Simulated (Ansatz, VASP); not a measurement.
# One calculation of KI, two programs

```xyz
2
Lattice="0.0000 3.5246 3.6303 3.5246 0.0000 3.6303 3.5246 3.5246 0.0000" Properties=species:S:1:pos:R:3 pbc="T T T"
K     0.0000    0.0000    0.0000
I     3.5246    3.5246    3.6303
```

Change from the starting cell: strain +0.0300 x Voigt [0, 0, 1, 0, 0, 0], atoms carried along.

Alike in both runs: task single point; functional PBEsol; k mesh 6 × 6 × 6; occupations gaussian, width 0.05 eV; no spin polarisation.

|  | VASP | Ansatz |
| --- | --- | --- |
| version | VASP 6.6.1 | Ansatz 0.2.0 |
| potentials or method | VASP PAW PBE potentials, release 64 (K_sv, I), cutoff 520 eV | scalar-relativistic, plane waves, PAW |
| valence electrons in the cell | 16 | 26 |

|  | VASP | Ansatz | Ansatz less VASP |
| --- | --- | --- | --- |
| gap on the k mesh at the Fermi level (eV) | 3.77 | 3.77 | +0.004 |
| least direct gap on the mesh (eV) | 3.77 | 3.77 | +0.004 |
| pressure (GPa) | -0.5 | -0.5 | -0.03 |
| traceless stress, the component that is largest in VASP (GPa) | -0.37 | -0.37 | +0.007 |

VASP's potentials were made for PBE, not for PBEsol. VASP's potentials hold 16 valence electrons a cell and Ansatz's 26, so a difference there can come from the potentials and not from the codes.

Spin-orbit coupling is off throughout.
